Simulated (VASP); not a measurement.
# Se (P3_221) in VASP: a series of runs

The runs below take Se through single point, relaxation of shape and atoms at fixed volume, with PBEsol.

Everything below comes from runs of VASP 6.6.1. Logs are shortened: lines on timing, memory, paths and dates and some standing lists are left out, and cuts for length are marked.

## (1) The cell of the first run

The structure is trigonal, space group P3_221 (No. 154). Conventional cell: a = 4.168 Å, b = 4.168 Å, c = 5.097 Å, α = 90.00°, β = 90.00°, γ = 120.00°. Se (site symmetry 2) has 6 Se at 2.42 to 3.28 Å within 3.3 Å.

## (2) Single point, PBEsol (25.56 Å³/atom)

Input file INCAR:

```
PREC = Accurate
ENCUT = 520
EDIFF = 1E-7
ISMEAR = 0
SIGMA = 0.02
LREAL = False
LASPH = True
NELM = 100
ALGO = Normal
ISIF = 2
LWAVE = False
LCHARG = False
GGA = PS
NBANDS = 16
```

Input file KPOINTS:

```
Automatic mesh
0
Gamma
  12 12 8
```

Input file POSCAR:

```
Se
1.0
    4.1678095778      0.0000000000      0.0000000000
   -2.0839047889      3.6094289725      0.0000000000
    0.0000000000      0.0000000000      5.0970369984
Se
3
Direct
    0.2390555228      0.0000000000      0.1666666667
    0.0000000000      0.2390555228      0.8333333333
    0.7609444772      0.7609444772      0.5000000000
```

Potentials or basis: VASP PAW PBE potentials, release 64 (Se).

Started as:

```
cat potpaw_PBE.64/Se/POTCAR > POTCAR
mpirun -np 1 vasp_std > vasp.out
```

OUTCAR:

```text
PREC = Accurate
   ENCUT = 520
   EDIFF = 1E-7
   ISMEAR = 0
   LREAL = False
   LASPH = True
   NELM = 100
   ISIF = 2
   GGA = PS

 ion  position               nearest neighbor table
   1  0.239  0.000  0.167-   3 2.42   2 2.42
   2  0.000  0.239  0.833-   3 2.42   1 2.42
   3  0.761  0.761  0.500-   2 2.42   1 2.42

  LATTYP: Found a hexagonal cell.
 ALAT       =     4.1678095778
 C/A-ratio  =     1.2229534251

  Lattice vectors:

 A1 = (   4.1678095778,   0.0000000000,   0.0000000000)
 A2 = (  -2.0839047889,   3.6094289725,   0.0000000000)
 A3 = (   0.0000000000,   0.0000000000,   5.0970369984)

Analysis of symmetry for initial positions (statically):
=====================================================================
 Subroutine PRICEL returns:
 Original cell was already a primitive cell.

 Routine SETGRP: Setting up the symmetry group for a
 hexagonal supercell.

 Subroutine GETGRP returns: Found  6 space group operations
 (whereof  2 operations were pure point group operations)
 out of a pool of 24 trial point group operations.

The static configuration has the point symmetry C_2 .
 The point group associated with its full space group is D_3 .

Analysis of symmetry for dynamics (positions and initial velocities):
=====================================================================
 Subroutine PRICEL returns:
 Original cell was already a primitive cell.

 Routine SETGRP: Setting up the symmetry group for a
 hexagonal supercell.

 Subroutine GETGRP returns: Found  6 space group operations
 (whereof  2 operations were pure point group operations)
 out of a pool of 24 trial point group operations.

The dynamic configuration has the point symmetry C_2 .
 The point group associated with its full space group is D_3 .

 Subroutine INISYM returns: Found  6 space group operations
 (whereof  2 operations are pure point group operations),
 and found     1 'primitive' translations

----------------------------------------------------------------------------------------

                                     Primitive cell

  volume of cell :      76.6768

  direct lattice vectors                    reciprocal lattice vectors
     4.167809578  0.000000000  0.000000000     0.239934186  0.138526067  0.000000000
    -2.083904789  3.609428972  0.000000000     0.000000000  0.277052134  0.000000000
     0.000000000  0.000000000  5.097036998     0.000000000  0.000000000  0.196192415

  length of vectors
     4.167809578  4.167809578  5.097036998     0.277052134  0.277052134  0.196192415

  position of ions in fractional coordinates (direct lattice)
     0.239055523  0.000000000  0.166666667
     0.000000000  0.239055523  0.833333333
     0.760944477  0.760944477  0.500000000

  ion indices of the primitive-cell ions
   primitive index   ion index
                 1           1
                 2           2
                 3           3

----------------------------------------------------------------------------------------

 KPOINTS: Automatic mesh

Automatic generation of k-mesh.
 Grid dimensions read from file:
 generate k-points for:   12   12    8

 Generating k-lattice:

  Cartesian coordinates                     Fractional coordinates (reciprocal lattice)
     0.019994516  0.011543839  0.000000000     0.083333333  0.000000000  0.000000000
     0.000000000  0.023087678  0.000000000     0.000000000  0.083333333  0.000000000
     0.000000000  0.000000000  0.024524052     0.000000000  0.000000000  0.125000000

  Length of vectors
     0.023087678  0.023087678  0.024524052

  Shift w.r.t. Gamma in fractional coordinates (k-lattice)
     0.000000000  0.000000000  0.000000000

 Subroutine IBZKPT returns following result:
 ===========================================

 Found    131 irreducible k-points:

 Following reciprocal coordinates:
            Coordinates               Weight
  0.000000  0.000000  0.000000      1.000000
  0.083333  0.000000  0.000000      6.000000
  0.166667  0.000000  0.000000      6.000000
  0.250000  0.000000  0.000000      6.000000
  0.333333  0.000000  0.000000      6.000000
  0.416667  0.000000  0.000000      6.000000
[... 16 lines left out ...]
  0.166667  0.000000  0.125000      6.000000
  0.000000  0.166667  0.125000      6.000000
 [... further k-points ...]
   k-points           NKPTS =    131   k-points in BZ     NKDIM =    131   number of bands    NBANDS=     16
   number of dos      NEDOS =    301   number of ions     NIONS =      3
   total plane-waves  NPLWV =  40960
   dimension x,y,z NGX =    32 NGY =   32 NGZ =   40
   dimension x,y,z NGXF=    64 NGYF=   64 NGZF=   80
   ions per type =               3
   NGX,Y,Z   is equivalent  to a cutoff of  12.76, 12.76, 13.05 a.u.
   NGXF,Y,Z  is equivalent  to a cutoff of  25.53, 25.53, 26.09 a.u.
 SYSTEM =  unknown system
   PREC   = accura    normal or accurate (medium, high low for compatibility)
   ISTART =      0    job   : 0-new  1-cont  2-samecut
   ICHARG =      2    charge: 1-file 2-atom 10-const
   ISPIN  =      1    spin polarized calculation?
   LNONCOLLINEAR =      F non collinear calculations
   LSORBIT =      F    spin-orbit coupling
   LASPH  =      T    aspherical Exc in radial PAW
   ENCUT  =  520.0 eV  38.22 Ry    6.18 a.u.   7.75  7.75  9.48*2*pi/ulx,y,z
   NELM   =    100;   NELMIN=  2; NELMDL= -5     # of ELM steps
   EDIFF  = 0.1E-06   stopping-criterion for ELM
   LREAL  =      F    real-space projection
   EDIFFG = 0.1E-05   stopping-criterion for IOM
   NSW    =      0    number of steps for IOM
   IBRION =     -1    ionic relax: 0-MD 1-quasi-New 2-CG
   NFREE  =      0    steps in history (QN), initial steepest desc. (CG)
   ISIF   =      2    stress and relaxation
   ISYM   =      2    0-nonsym 1-usesym 2-fastsym
   POTIM  = 0.5000    time-step for ionic-motion
   TEBEG  =    0.0;   TEEND  =   0.0 temperature during run
   PSTRESS=    0.0 pullay stress
   NELECT =      18.0000    total number of electrons
   NUPDOWN=      -1.0000    fix difference up-down
   EMIN   =  10.00;   EMAX   =-10.00  energy-range for DOS
   EFERMI =   0.00;   METHOD = LEGACY
   ISMEAR =     0;   SIGMA  =   0.02  broadening in eV -4-tet -1-fermi 0-gaus
   EFERMI_NEDOS =   21; number of points for ismear=-14 and -15
   IALGO  =     38    algorithm
   IMIX   =      4    mixing-type and parameters
     AMIX     =   0.40;   BMIX     =  1.00
     AMIX_MAG =   1.60;   BMIX_MAG =  1.00
  volume/ion in A,a.u.               =      25.56       172.48
  Fermi-wavevector in a.u.,A,eV,Ry     =   1.009898  1.908431 13.876506  1.019894
  Thomas-Fermi vector in A             =   2.142855
   LORBIT       =      0    0 simple, 1 ext, 2 COOP (PROOUT), +10 PAW based schemes
   GGA     = PS    functional components
   LHFCALC =     F    Hartree Fock is set to
   AEXX    =    0.0000 exact exchange contribution
   IVDW    =     0    specifies the selected vdW correction
   LEPSILON=     F    determine dielectric tensor
   LRPA    =     F    only Hartree local field effects (RPA)
 non-spin polarized calculation
 Gauss-broadening in eV      SIGMA  =   0.02
  energy-cutoff  :      520.00
  volume of cell :       76.68
 maximum number of plane-waves:      2100
 NGX is ok and might be reduce to    32
   NGX = 15   NGY = 15   NGZ = 19

 number of electron      17.9999999 magnetization

 Free energy of the ion-electron system (eV)
  ---------------------------------------------------
  ext. energy  EPLUGINS =         0.00000000
  ---------------------------------------------------
  free energy    TOTEN  =       -11.54570221 eV

  energy without entropy =      -11.54570221  energy(sigma->0) =      -11.54570221

 E-fermi :   3.2495     XC(G=0):  -9.3941

 val. band max:        3.1576028302   @ k =   0.4167   0.1667   0.5000
 cond. band min:       3.7355261987   @ k =   0.3333   0.3333   0.5000
 fundamental gap:      0.5779233685
 Fermi energy:         3.2495435807

 k-point     1 :       0.0000    0.0000    0.0000
  band No.  band energies     occupation
      1     -12.7142      2.00000
      2      -8.6915      2.00000
      3      -8.6915      2.00000
      4      -0.5292      2.00000
      5      -0.4311      2.00000
      6      -0.4311      2.00000
[... 8 lines left out ...]
     15       9.5572      0.00000
     16      11.4993      0.00000

 k-point     2 :       0.0833    0.0000    0.0000
  band No.  band energies     occupation
      1     -12.6751      2.00000
      2      -8.7144      2.00000
      3      -8.6838      2.00000
      4      -0.9183      2.00000
      5      -0.5991      2.00000
      6      -0.3216      2.00000
[... 8 lines left out ...]
     15       9.9699      0.00000
     16      11.3569      0.00000

 k-point     3 :       0.1667    0.0000    0.0000
  band No.  band energies     occupation
      1     -12.5628      2.00000
      2      -8.7879      2.00000
      3      -8.6625      2.00000
      4      -1.4492      2.00000
      5      -0.9116      2.00000
      6      -0.3850      2.00000
[... 8 lines left out ...]
     15      10.6324      0.00000
     16      11.4310      0.00000

 k-point     4 :       0.2500    0.0000    0.0000
  band No.  band energies     occupation
      1     -12.3937      2.00000
      2      -8.9169      2.00000
      3      -8.6323      2.00000
      4      -1.8713      2.00000
      5      -1.2185      2.00000
      6      -0.5238      2.00000
[... 8 lines left out ...]
     15      11.2365      0.00000
     16      11.9579      0.00000
[... 324 lines left out ...]
 k-point    22 :       0.0000    0.0833    0.1250
  band No.  band energies     occupation
      1     -12.6046      2.00000
      2      -9.5119      2.00000
      3      -7.8961      2.00000
      4      -0.9944      2.00000
      5      -0.5937      2.00000
      6      -0.2248      2.00000
[... 8 lines left out ...]
     15      10.2387      0.00000
     16      10.7503      0.00000

 k-point    23 :       0.1667    0.0000    0.1250
  band No.  band energies     occupation
      1     -12.4928      2.00000
      2      -9.5046      2.00000
      3      -7.9619      2.00000
      4      -1.3838      2.00000
      5      -1.1779      2.00000
      6      -0.2598      2.00000
[... 8 lines left out ...]
     15      10.5948      0.00000
     16      11.5795      0.00000

 k-point    24 :       0.0000    0.1667    0.1250
  band No.  band energies     occupation
      1     -12.4939      2.00000
      2      -9.4861      2.00000
      3      -7.9949      2.00000
      4      -1.4289      2.00000
      5      -0.8301      2.00000
      6      -0.3318      2.00000
[... 8 lines left out ...]
     15      10.7541      0.00000
     16      10.7807      0.00000

 [... further k-points ...]
[... 5 lines left out ...]
  --------------------------------------------------------------------------------------
  -------------------------------------------------------------------------------------
  Total       -0.3945091     -0.3945091     -0.3522747      0.0000000     -0.0000000      0.0000000
  in kB       -8.2433450     -8.2433450     -7.3608484      0.0000000     -0.0000000      0.0000000
  external PRESSURE =      -7.9491795 kB  Pullay stress =       0.0000000 kB

 VOLUME and BASIS-vectors are now :
 -----------------------------------------------------------------------------
  energy-cutoff  :      520.00
  volume of cell :       76.68
      direct lattice vectors                 reciprocal lattice vectors
     4.167809578  0.000000000  0.000000000     0.239934186  0.138526067  0.000000000
    -2.083904789  3.609428972  0.000000000     0.000000000  0.277052134  0.000000000
     0.000000000  0.000000000  5.097036998     0.000000000  0.000000000  0.196192415

 POSITION                                       TOTAL-FORCE (eV/Angst)
 -----------------------------------------------------------------------------------
      0.99634      0.00000      0.84951         0.041982     -0.000000      0.000000
     -0.49817      0.86285      4.24753        -0.020991      0.036358     -0.000000
      1.58574      2.74658      2.54852        -0.020991     -0.036358     -0.000000
 -----------------------------------------------------------------------------------
    total drift:                               -0.000001     -0.000001      0.000000

  FREE ENERGIE OF THE ION-ELECTRON SYSTEM (eV)
  ---------------------------------------------------
  free  energy   TOTEN  =       -11.5457022072 eV

  energy  without entropy=      -11.5457022072  energy(sigma->0) =      -11.54570221
```

It took 3.2 min on 1 thread of Oxide Virtual Turin-like, shared host; peak memory 0.24 GiB.

What came out:

```yaml
Free_energy: -11.5457 eV
Pressure: -0.8 GPa
Largest_force: 0.042 eV/Å
Band_gap_on_the_k_mesh: 0.58 eV (least direct gap 0.66 eV)
```

Forces on the atoms (eV/Å):
```
Se   0.042  0.000  0.000
Se  -0.021  0.036  0.000
Se  -0.021 -0.036  0.000
```

Levels at points of the mesh, in eV from the valence-band top:
```csv
k point,band 7,band 8,band 9,band 10,band 11,band 12
"(0.00, 0.00, 0.00)",-1.92,-1.92,-0.46,1.53,1.53,2.04
"(0.50, 0.00, 0.00)",-3.31,-1.60,-1.01,1.57,1.90,4.16
"(0.00, 0.00, 0.50)",-1.44,-1.44,-1.31,0.99,0.99,1.00
"(0.50, 0.00, 0.50)",-2.24,-1.74,-0.06,1.36,2.60,2.83
```

Caveat: the PAW data sets were made with another functional, which shifts forces and pressure a little. A k mesh can miss the band edges.

## (3) Relaxation of shape and atoms at fixed volume, PBEsol (22.67 Å³/atom)

This run uses another cell than the first one, of 22.67 Å³/atom.

Input file INCAR:

```
PREC = Accurate ; ENCUT = 600
EDIFF = 1E-6 ; ISMEAR = 0
SIGMA = 0.02 ; LREAL = F
LASPH = T ; NELM = 80
ALGO = Normal ; ISIF = 4
LWAVE = F ; LCHARG = F
GGA = PS ; IBRION = 2
NSW = 50 ; EDIFFG = -0.01
```

Input file KPOINTS:

```
regular mesh
0
Gamma
  12 12 8
```

Input file POSCAR:

```
Se
1.0
    3.9320348709      0.0000000000      0.0000000000
   -1.9660174355      3.4052420868      0.0000000000
    0.0000000000      0.0000000000      5.0783284910
Se
3
Direct
    0.2536110289      0.0000000000      0.1666666667
    0.0000000000      0.2536110289      0.8333333333
    0.7463889711      0.7463889711      0.5000000000
```

Potentials or basis: VASP PAW PBE potentials, release 64 (Se).

Started as:

```
cat potpaw_PBE.64/Se/POTCAR > POTCAR
mpirun -np 1 vasp_std > vasp.out
```

Wall time 6 min (1 thread of Oxide Virtual Turin-like, shared host); peak memory 0.25 GiB.

Results (log left out):

```yaml
Free_energy: -11.5381 eV
Energy_gained_by_relaxing: 4.2 meV/atom
Ionic_steps: 4
Pressure_after_relaxing: 1.9 GPa
Largest_force_after_relaxing: 0.007 eV/Å
Band_gap_on_the_k_mesh: 0.23 eV
```

Forces in eV/Å, atoms in the order of the input:
```
Se  -0.007  0.000  0.000
Se   0.004 -0.006  0.000
Se   0.004  0.006  0.000
```

Stress tensor (GPa, compression positive):
```
1.84 0.00 0.00
0.00 1.84 0.00
0.00 0.00 1.94
```

The path:
```csv
step,energy change (eV),largest force (eV/Å),pressure (GPa),volume (Å³)
1,0.0000,0.2603,3.52,68.00
2,-0.0095,0.1214,2.69,68.00
3,-0.0126,0.0236,1.77,68.00
4,-0.0127,0.0072,1.87,68.00
```

Final structure:
```
Se
1.0
     3.90858    0.00000    0.00000
    -1.95429    3.38493    0.00000
     0.00000    0.00000    5.13946
Se
3
Cartesian
  1.0170 0.0000 0.8566
  3.4001 0.8807 4.2829
  1.4458 2.5042 2.5697
```

Levels at points of the mesh, in eV from the valence-band top:
| k point | band 6 | band 7 | band 8 | band 9 | band 10 | band 11 | band 12 | band 13 |
| --- | --- | --- | --- | --- | --- | --- | --- | --- |
| (0.00, 0.00, 0.00) | -3.38 | -2.02 | -2.02 | -0.81 | 1.29 | 1.29 | 2.00 | 6.14 |
| (0.50, 0.00, 0.00) | -4.24 | -4.20 | -1.42 | -1.01 | 1.13 | 1.28 | 3.72 | 4.38 |
| (0.00, 0.00, 0.50) | -3.19 | -1.57 | -1.31 | -1.31 | 0.66 | 0.68 | 0.68 | 5.09 |
| (0.50, 0.00, 0.50) | -4.45 | -2.88 | -2.42 | -0.24 | 1.00 | 2.35 | 3.04 | 5.65 |

Caveat: the PAW data sets were made with another functional, which shifts forces and pressure a little.
